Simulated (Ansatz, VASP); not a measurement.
Two plane-wave programs on V3H

```xyz
4
Lattice="3.5901 0.0000 0.0000 0.0000 3.5901 0.0000 0.0000 0.0000 3.5901" Properties=species:S:1:pos:R:3 pbc="T T T"
V     0.0000    1.7951    1.7951
V     1.7951    0.0000    1.7951
V     1.7951    1.7951    0.0000
H     0.0000    0.0000    0.0000
```

Alike in both runs: functional PBE; k mesh 14 × 14 × 14; occupations gaussian, width 0.1 eV; no spin polarisation.

Ansatz relaxed the structure, and its values are those at the end. VASP's run is a single point on that final structure, the one shown.

|  | VASP | Ansatz |
| --- | --- | --- |
| version | VASP 6.6.1 | Ansatz 0.2.0 |
| potentials or method | VASP PAW PBE potentials, release 64 (V_sv, H), cutoff 520 eV | scalar-relativistic, plane waves, PAW |
| valence electrons in the cell | 40 | 40 |

Ansatz gave:

* gap on the k mesh at the Fermi level (eV): none
* pressure (GPa): 0.0

Problem. What did VASP give for the same quantities?

Solution. gap on the k mesh at the Fermi level (eV): none; pressure (GPa): 0.2.

A gap of «none» marks a metal or a gap that the smearing closes. The functional is the same, so the differences come from potentials, cutoffs and numerics.
